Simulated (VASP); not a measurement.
A run of VASP 6.6.1 is set up as follows.

File INCAR:

```
PREC     = Accurate       # precision mode
ENCUT    = 500            # plane-wave cutoff, eV
EDIFF    = 1E-6           # SCF threshold, eV
ISMEAR   = 0              # smearing method
SIGMA    = 0.15           # smearing width, eV
LREAL    = F              # projectors in reciprocal space
LASPH    = T              # aspherical terms in the spheres
NELM     = 120            # most SCF steps
ALGO     = Normal         # electronic algorithm
ISIF     = 2              # what is computed and relaxed
LWAVE    = F              # write WAVECAR
LCHARG   = F              # write CHGCAR
GGA      = PS             # functional
NBANDS   = 19             # bands
GGA_COMPAT= F
```

File KPOINTS:

```
Automatic mesh
0
Gamma
  18 18 10
```

File POSCAR:

```
Zr
1.0
    3.2319982225      0.0000000000      0.0000000000
   -1.6159991112      2.7989925657      0.0000000000
    0.0000000000      0.0000000000      5.1470000000
Zr
2
Direct
    0.1262747284      0.5150892477      0.1334272392
    0.6666666667      0.3333333333      0.7500000000
```

Potentials or basis: VASP PAW PBE potentials, release 64 (Zr_sv).

Launch:

```sh
$ cat potpaw_PBE.64/Zr_sv/POTCAR > POTCAR
$ mpirun -np 1 vasp_std > vasp.out
```

(1) Predict the pressure.

(2) Predict the band gap on the k mesh.

(3) Predict the largest force.

## Answers

(1) 4.9 GPa.

(2) zero (bands 12 and 13 overlap by 1.02 eV).

(3) 3.940 eV/Å.

Caveat: the cell differs from its parent crystal (atom 1 (Zr) moved by (-0.600, -0.600) A along [1 1 0] and z); the cell stands under pressure; the PAW data sets were made with another functional, which shifts forces and pressure a little.
